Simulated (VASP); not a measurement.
# Sr8Ti8GeO24 (a cell with a defect) in VASP: single point with PBE

Aim: the single point of Sr8Ti8GeO24 (a cell with a defect) with PBE.

All numbers are computed with VASP 6.6.1; they aren't measurements. Logs are shortened: lines on timing, memory, paths and dates and some standing lists are left out, and cuts for length are marked.

## (1) The cell of the first run

The cell holds a defect, 41 atoms: a = 7.810 Å, b = 7.810 Å, c = 7.810 Å, α = 90.00°, β = 90.00°, γ = 90.00°.

## (2) Single point, PBE

INCAR

```
ALGO     = Normal         # electronic algorithm
EDIFF    = 1E-6           # SCF threshold, eV
ENCUT    = 520            # plane-wave cutoff, eV
GGA      = PE             # functional
ISIF     = 2              # what is computed and relaxed
ISMEAR   = 0              # smearing method
KPAR     = 2            
LASPH    = True           # aspherical terms in the spheres
LCHARG   = False          # write CHGCAR
LREAL    = Auto         
LWAVE    = False          # write WAVECAR
NBANDS   = 193            # bands
NCORE    = 2            
NELM     = 60             # most SCF steps
PREC     = Accurate       # precision mode
SIGMA    = 0.02           # smearing width, eV
```

KPOINTS

```
k-points
0
Gamma
  2 2 2
```

POSCAR

```
Sr8Ti8GeO24
1.0
    7.8100000000      0.0000000000      0.0000000000
    0.0000000000      7.8100000000      0.0000000000
    0.0000000000      0.0000000000      7.8100000000
Sr Ti O Ge
8 8 24 1
Direct
   -0.0075973813      0.0009367218     -0.0065918852
   -0.0050564666      0.0003516337      0.4991334921
   -0.0209751190      0.4789336481     -0.0101923506
   -0.0194687837      0.4806311057      0.6163232605
    0.5135572531      0.0137654235     -0.0005246646
    0.5071942289      0.0072509439      0.4983561032
    0.5007303747      0.4924957663     -0.0063283403
    0.5001799736      0.4950246502      0.4990774889
    0.2504095072      0.2480991675      0.2494222609
    0.2499877792      0.2379454989      0.7513039757
    0.2789765683      0.7790424511      0.2239325084
    0.2488042620      0.7489045236      0.7458323911
    0.7529831473      0.2530589274      0.2541014151
    0.7369900476      0.2370975879      0.7539283956
    0.7479980717      0.7505748646      0.2492880100
    0.7378110330      0.7500863090      0.7513154452
    0.0013095481      0.2419547647      0.2261708197
    0.2573297274      0.0057931712      0.2774749727
    0.2624614248      0.2174692991     -0.0029889016
   -0.0047398628      0.2291072655      0.7715805731
    0.2463227702     -0.0058352148      0.7064144220
    0.2327128179      0.2822785990      0.4966932979
    0.0107747089      0.7587076015      0.1960909221
    0.2585038527      0.5108009136      0.1963734894
    0.2905295720      0.7903069936     -0.0130898392
   -0.0023193769      0.7487489642      0.7789492177
    0.2488320956      0.4977280122      0.7786533922
    0.2099321415      0.7101952606      0.4762594640
    0.4988255223      0.2537247180      0.2615299818
    0.7536687998     -0.0010847022      0.2614245565
    0.7363992087      0.2364124424      0.0000809438
    0.4944460780      0.2408744561      0.7368214077
    0.7409597747     -0.0054674231      0.7368072695
    0.7604246859      0.2604776987      0.5029130303
    0.5057356426      0.7574715878      0.2776483365
    0.7418249330      0.5013589409      0.2259915444
    0.7171354652      0.7626268922     -0.0029738196
    0.4941121512      0.7466186695      0.7062858049
    0.7289694693      0.4953518272      0.7716105978
    0.7823447750      0.7327376224      0.4967136588
    0.0643573692      0.5647516566      0.3255771214
```

Potentials or basis: VASP PAW PBE potentials, release 64 (Sr_sv, Ti_sv, O, Ge_d).

Launch:

```
$ cat potpaw_PBE.64/Sr_sv/POTCAR potpaw_PBE.64/Ti_sv/POTCAR potpaw_PBE.64/O/POTCAR potpaw_PBE.64/Ge_d/POTCAR > POTCAR
$ mpirun -np 4 vasp_std > vasp.out
```

OUTCAR:

```text
EDIFF = 1E-6
   ENCUT = 520
   GGA = PE
   ISIF = 2
   ISMEAR = 0
   LASPH = True
   LREAL = Auto
   NELM = 60
   PREC = Accurate

 ion  position               nearest neighbor table
   1  0.992  0.001  0.993-  23 2.47  20 2.49  26 2.59  17 2.62  19 2.70  31 2.72  30 2.80  33 2.81
                            37 2.84  25 2.85  21 2.99  18 3.03  14 3.30  10 3.32  11 3.35  16 3.37
   2  0.995  0.000  0.499-  21 2.55  30 2.65  40 2.67  18 2.68  33 2.72  34 2.74  20 2.78  28 2.83
                            17 2.85  22 2.88  26 2.94  23 3.03  13 3.34  10 3.36  15 3.37  14 3.38
   3  0.979  0.479  0.990-  20 2.59  39 2.60  17 2.62  36 2.62  26 2.68  27 2.68  31 2.68  24 2.73
                            23 2.73  41 2.79   4 2.92  19 3.01  37 3.02  13 3.24  14 3.25  10 3.39
   4  0.981  0.481  0.616-  20 2.31  39 2.31  26 2.45  27 2.45  41 2.45  34 2.59  40 2.67  22 2.67
                            28 2.76  14 2.90   3 2.92  10 3.02  16 3.02  12 3.13  13 3.78   2 3.86
   5  0.514  0.014  0.999-  31 2.46  25 2.47  37 2.52  19 2.53  32 2.72  33 2.72  29 2.78  30 2.78
                            18 2.95  35 2.95  21 3.10  38 3.10  14 3.12  11 3.13  13 3.31  10 3.33
   6  0.507  0.007  0.498-  35 2.60  18 2.60  38 2.61  21 2.61  32 2.61  33 2.61  29 2.67  30 2.67
                            34 2.80  22 3.03  40 3.04  14 3.23  28 3.29  11 3.31  13 3.32  16 3.34
   7  0.501  0.492  0.994-  24 2.47  39 2.49  27 2.59  36 2.62  37 2.70  31 2.72  29 2.80  32 2.81
                            19 2.84  25 2.85  38 3.00  35 3.03  14 3.30  16 3.33  11 3.35  10 3.37
   8  0.500  0.495  0.499-  38 2.55  29 2.64  22 2.67  35 2.68  32 2.72  34 2.74  39 2.78  28 2.83
                            36 2.85  40 2.88  27 2.94  24 3.03  13 3.34  16 3.36   9 3.37  14 3.38
   9  0.250  0.248  0.249-  18 1.91  29 1.94  22 1.95  17 1.95  19 1.99  24 2.09   8 3.37   6 3.37
                             5 3.37   7 3.38   2 3.40   1 3.43   3 3.44   4 3.99
  10  0.250  0.238  0.751-  32 1.91  19 1.93  21 1.94  20 2.00  22 2.02  27 2.04   4 3.02   1 3.32
                             5 3.33   6 3.34   2 3.36   7 3.37   3 3.39   8 3.42
  11  0.279  0.779  0.224-  18 1.83  35 1.83  25 1.86  23 2.11  24 2.11  28 2.11  41 2.50   5 3.13
                             6 3.31   7 3.35   1 3.35   8 3.54   2 3.54   3 3.78
  12  0.249  0.749  0.746-  25 1.94  21 1.94  38 1.94  26 1.98  27 1.98  28 2.15   4 3.13   2 3.39
                             8 3.39   1 3.41   7 3.41   6 3.45   5 3.53   3 3.54
  13  0.753  0.253  0.254-  34 1.94  36 1.95  17 1.95  30 1.99  29 1.99  31 1.99   3 3.24   5 3.31
                             6 3.32   2 3.34   8 3.34   7 3.39   1 3.39   4 3.78
  14  0.737  0.237  0.754-  32 1.90  33 1.90  31 1.92  34 1.98  39 2.02  20 2.02   4 2.90   5 3.12
                             6 3.23   3 3.25   1 3.30   7 3.30   2 3.38   8 3.38
  15  0.748  0.751  0.249-  35 1.91  30 1.94  36 1.96  40 1.96  37 1.99  23 2.09   2 3.37   6 3.37
                             5 3.37   1 3.39   8 3.40   7 3.43   3 3.44   4 3.99
  16  0.738  0.750  0.751-  33 1.91  37 1.93  38 1.94  39 2.00  40 2.02  26 2.04   4 3.02   7 3.33
                             5 3.33   6 3.34   8 3.36   1 3.37   3 3.39   2 3.43
  17  0.001  0.242  0.226-  13 1.95   9 1.95   1 2.62   3 2.62   2 2.85
  18  0.257  0.006  0.277-  11 1.83   9 1.91   6 2.60   2 2.68   5 2.95   1 3.03
  19  0.262  0.217  0.997-  10 1.93   9 1.99   5 2.53   1 2.70   7 2.84   3 3.01
  20  0.995  0.229  0.772-  10 2.00  14 2.02   4 2.31   1 2.49   3 2.59   2 2.78
  21  0.246  0.994  0.706-  10 1.94  12 1.94   2 2.55   6 2.61   1 2.99   5 3.10
  22  0.233  0.282  0.497-   9 1.95  10 2.02   8 2.67   4 2.67   2 2.88   6 3.03
  23  0.011  0.759  0.196-  41 1.87  15 2.09  11 2.11   1 2.47   3 2.73   2 3.03
  24  0.259  0.511  0.196-  41 1.87   9 2.09  11 2.11   7 2.47   3 2.73   8 3.03
  25  0.291  0.790  0.987-  11 1.86  12 1.94   5 2.47   7 2.85   1 2.85   3 3.44
  26  0.998  0.749  0.779-  12 1.98  16 2.04   4 2.45   1 2.59   3 2.68   2 2.94
  27  0.249  0.498  0.779-  12 1.98  10 2.04   4 2.45   7 2.59   3 2.68   8 2.94
  28  0.210  0.710  0.476-  41 1.99  11 2.11  12 2.15   4 2.76   2 2.83   8 2.83   6 3.29
  29  0.499  0.254  0.262-   9 1.94  13 1.99   8 2.64   6 2.67   5 2.78   7 2.80
  30  0.754  0.999  0.261-  15 1.94  13 1.99   2 2.65   6 2.67   5 2.78   1 2.80
  31  0.736  0.236  0.000-  14 1.92  13 1.99   5 2.46   3 2.68   1 2.72   7 2.72
  32  0.494  0.241  0.737-  14 1.90  10 1.91   6 2.61   5 2.72   8 2.72   7 2.81
  33  0.741  0.995  0.737-  14 1.90  16 1.91   6 2.61   2 2.72   5 2.72   1 2.81
  34  0.760  0.260  0.503-  13 1.94  14 1.98   4 2.59   2 2.74   8 2.74   6 2.80
  35  0.506  0.757  0.278-  11 1.83  15 1.91   6 2.60   8 2.68   5 2.95   7 3.03
  36  0.742  0.501  0.226-  13 1.95  15 1.96   7 2.62   3 2.62   8 2.85
  37  0.717  0.763  0.997-  16 1.93  15 1.99   5 2.52   7 2.70   1 2.84   3 3.02
  38  0.494  0.747  0.706-  16 1.94  12 1.94   8 2.55   6 2.61   7 3.00   5 3.10
  39  0.729  0.495  0.772-  16 2.00  14 2.02   4 2.31   7 2.49   3 2.60   8 2.78
  40  0.782  0.733  0.497-  15 1.96  16 2.02   2 2.67   4 2.67   8 2.88   6 3.04
  41  0.064  0.565  0.326-  23 1.87  24 1.87  28 1.99   4 2.45  11 2.50   3 2.79   2 3.70   8 3.70

  LATTYP: Found a simple cubic cell.
 ALAT       =     7.8100000000

  Lattice vectors:

 A1 = (   7.8100000000,   0.0000000000,   0.0000000000)
 A2 = (   0.0000000000,   7.8100000000,   0.0000000000)
 A3 = (   0.0000000000,   0.0000000000,   7.8100000000)

Analysis of symmetry for initial positions (statically):
=====================================================================
 Subroutine PRICEL returns:
 Original cell was already a primitive cell.

[... 152 lines left out ...]
 Found      8 irreducible k-points:

 Following reciprocal coordinates:
            Coordinates               Weight
  0.000000  0.000000  0.000000      1.000000
  0.500000  0.000000  0.000000      1.000000
  0.000000  0.500000  0.000000      1.000000
  0.000000  0.000000  0.500000      1.000000
  0.500000  0.500000  0.000000      1.000000
  0.000000  0.500000  0.500000      1.000000
  0.500000  0.000000  0.500000      1.000000
  0.500000  0.500000  0.500000      1.000000
   k-points           NKPTS =      8   k-points in BZ     NKDIM =      8   number of bands    NBANDS=    193
   number of dos      NEDOS =    301   number of ions     NIONS =     41
   total plane-waves  NPLWV = 216000
   dimension x,y,z NGX =    60 NGY =   60 NGZ =   60
   dimension x,y,z NGXF=   120 NGYF=  120 NGZF=  120
   ions per type =               8   8  24   1
   NGX,Y,Z   is equivalent  to a cutoff of  12.77, 12.77, 12.77 a.u.
   NGXF,Y,Z  is equivalent  to a cutoff of  25.54, 25.54, 25.54 a.u.
 SYSTEM =  unknown system
   PREC   = accura    normal or accurate (medium, high low for compatibility)
   ISTART =      0    job   : 0-new  1-cont  2-samecut
   ICHARG =      2    charge: 1-file 2-atom 10-const
   ISPIN  =      1    spin polarized calculation?
   LNONCOLLINEAR =      F non collinear calculations
   LSORBIT =      F    spin-orbit coupling
   LASPH  =      T    aspherical Exc in radial PAW
   ENCUT  =  520.0 eV  38.22 Ry    6.18 a.u.  14.52 14.52 14.52*2*pi/ulx,y,z
   NELM   =     60;   NELMIN=  2; NELMDL= -5     # of ELM steps
   EDIFF  = 0.1E-05   stopping-criterion for ELM
   LREAL  =      T    real-space projection
   EDIFFG = 0.1E-04   stopping-criterion for IOM
   NSW    =      0    number of steps for IOM
[... 5 lines left out ...]
   TEBEG  =    0.0;   TEEND  =   0.0 temperature during run
   PSTRESS=    0.0 pullay stress
   NELECT =     334.0000    total number of electrons
   NUPDOWN=      -1.0000    fix difference up-down
   EMIN   =  10.00;   EMAX   =-10.00  energy-range for DOS
   EFERMI =   0.00;   METHOD = LEGACY
   ISMEAR =     0;   SIGMA  =   0.02  broadening in eV -4-tet -1-fermi 0-gaus
   EFERMI_NEDOS =   21; number of points for ismear=-14 and -15
   IALGO  =     38    algorithm
   IMIX   =      4    mixing-type and parameters
     AMIX     =   0.40;   BMIX     =  1.00
     AMIX_MAG =   1.60;   BMIX_MAG =  1.00
  volume/ion in A,a.u.               =      11.62        78.41
  Fermi-wavevector in a.u.,A,eV,Ry     =   1.454362  2.748346 28.778632  2.115170
  Thomas-Fermi vector in A             =   2.571522
   LORBIT       =      0    0 simple, 1 ext, 2 COOP (PROOUT), +10 PAW based schemes
   GGA     = PE    functional components
   LHFCALC =     F    Hartree Fock is set to
   AEXX    =    0.0000 exact exchange contribution
   IVDW    =     0    specifies the selected vdW correction
   LEPSILON=     F    determine dielectric tensor
   LRPA    =     F    only Hartree local field effects (RPA)
 non-spin polarized calculation
 Gauss-broadening in eV      SIGMA  =   0.02
  energy-cutoff  :      520.00
  volume of cell :      476.38
 maximum number of plane-waves:     12893
 NGX is ok and might be reduce to    60
   NGX = 29   NGY = 29   NGZ = 29

 number of electron     334.0000002 magnetization

 Free energy of the ion-electron system (eV)
  ---------------------------------------------------
  ext. energy  EPLUGINS =         0.00000000
  ---------------------------------------------------
  free energy    TOTEN  =      -317.87325168 eV

  energy without entropy =     -317.87179752  energy(sigma->0) =     -317.87252460

 E-fermi :   6.7419     XC(G=0): -11.4571

 val. band max:        6.7161631002   @ k =   0.5000   0.0000   0.0000
 cond. band min:       6.7654216258   @ k =   0.0000   0.5000   0.0000
 fundamental gap:      0.0492585255
 Fermi energy:         6.7419349558

 k-point     1 :       0.0000    0.0000    0.0000
  band No.  band energies     occupation
      1     -51.7080      2.00000
      2     -51.6845      2.00000
      3     -51.6141      2.00000
      4     -51.6124      2.00000
      5     -51.5329      2.00000
      6     -51.5324      2.00000
[... 1445 lines left out ...]
    178       8.0541      0.00000
    179       8.0614      0.00000
 [bands above 179 left out]

------------------------ aborting loop because EDIFF is reached ----------------------------------------

  FORCE on cell =-STRESS in cart. coord.  units (eV):
  Direction    XX          YY          ZZ          XY          YZ          ZX
  --------------------------------------------------------------------------------------
  -------------------------------------------------------------------------------------
  Total       37.7672746     37.8049449     40.4804994      4.5500304     -5.4352397     -5.4138663
  in kB      127.0202979    127.1469921    136.1455162     15.3028310    -18.2799996    -18.2081158
  external PRESSURE =     130.1042687 kB  Pullay stress =       0.0000000 kB

 VOLUME and BASIS-vectors are now :
 -----------------------------------------------------------------------------
  energy-cutoff  :      520.00
  volume of cell :      476.38
      direct lattice vectors                 reciprocal lattice vectors
     7.810000000  0.000000000  0.000000000     0.128040973  0.000000000  0.000000000
     0.000000000  7.810000000  0.000000000     0.000000000  0.128040973  0.000000000
     0.000000000  0.000000000  7.810000000     0.000000000  0.000000000  0.128040973

 POSITION                                       TOTAL-FORCE (eV/Angst)
 -----------------------------------------------------------------------------------
      7.75066      0.00732      7.75852         0.004911     -0.006233      0.017232
      7.77051      0.00275      3.89823         0.002764     -0.001802     -0.011254
      7.64618      3.74047      7.73040         0.012296      0.014648      0.030772
      7.65795      3.75373      4.81348         0.027355      0.028278     -0.097349
      4.01088      0.10751      7.80590        -0.005951     -0.007390      0.010820
      3.96119      0.05663      3.89216        -0.005586     -0.003347     -0.003441
[... 33 lines left out ...]
      6.11011      5.72268      3.87933        -0.011664     -0.000717      0.007562
      0.50263      4.41071      2.54276        -0.030022     -0.032593     -0.028020
 -----------------------------------------------------------------------------------
    total drift:                                0.009095      0.016354      0.004693

  FREE ENERGIE OF THE ION-ELECTRON SYSTEM (eV)
  ---------------------------------------------------
  free  energy   TOTEN  =      -317.8732516779 eV

  energy  without entropy=     -317.8717975179  energy(sigma->0) =     -317.87252460
```

It took 8.9 min on 4 MPI ranks of Intel Xeon Platinum 8259CL at 2.50GHz (Skylake/Cascade Lake), shared host; peak memory 0.49 GiB.

Results:

```yaml
Free_energy: -317.8733 eV
Pressure: 13.0 GPa
Largest_force: 0.105 eV/Å
Band_gap_on_the_k_mesh: zero (bands 167 and 168 overlap by 0.81 eV)
```

Forces in eV/Å, atoms in the order of the input:
```
Sr   0.005 -0.006  0.017
Sr   0.003 -0.002 -0.011
Sr   0.012  0.015  0.031
Sr   0.027  0.028 -0.097
Sr  -0.006 -0.007  0.011
Sr  -0.006 -0.003 -0.003
Sr   0.001  0.004  0.005
Sr   0.001  0.005 -0.006
Ti  -0.012  0.049 -0.005
Ti  -0.015 -0.001 -0.018
Ti  -0.041 -0.044  0.018
Ti  -0.019 -0.024 -0.018
Ti  -0.003  0.000 -0.002
Ti   0.022  0.026  0.002
Ti   0.044 -0.016 -0.004
Ti  -0.001 -0.019 -0.020
O   -0.003 -0.017  0.006
O    0.000  0.022  0.005
O   -0.007  0.011  0.012
O   -0.001 -0.046 -0.001
O    0.018  0.006  0.015
O   -0.004 -0.011  0.014
O    0.001  0.003  0.009
O    0.005  0.006  0.006
O   -0.009 -0.007 -0.020
O   -0.011  0.023  0.003
O    0.022 -0.010  0.009
O    0.034  0.033  0.026
O    0.010 -0.009 -0.010
O   -0.010  0.009 -0.004
O    0.017  0.018  0.016
O    0.004 -0.001 -0.001
O   -0.002  0.003 -0.002
O   -0.004 -0.002  0.002
O    0.018 -0.004  0.005
O   -0.016  0.003  0.010
O    0.014 -0.009  0.010
O    0.003  0.012  0.013
O   -0.049 -0.002  0.001
O   -0.012 -0.001  0.008
Ge  -0.030 -0.033 -0.028
```

Caveat: the k points lie up to 0.40 Å⁻¹ apart, too coarse for converged energies and pressures of a metal; semilocal functionals often make such compounds metallic where correlation or magnetic order opens a gap, which also shifts bond lengths.

The gap in the log of VASP goes by the Fermi energy; the results here count the filled bands.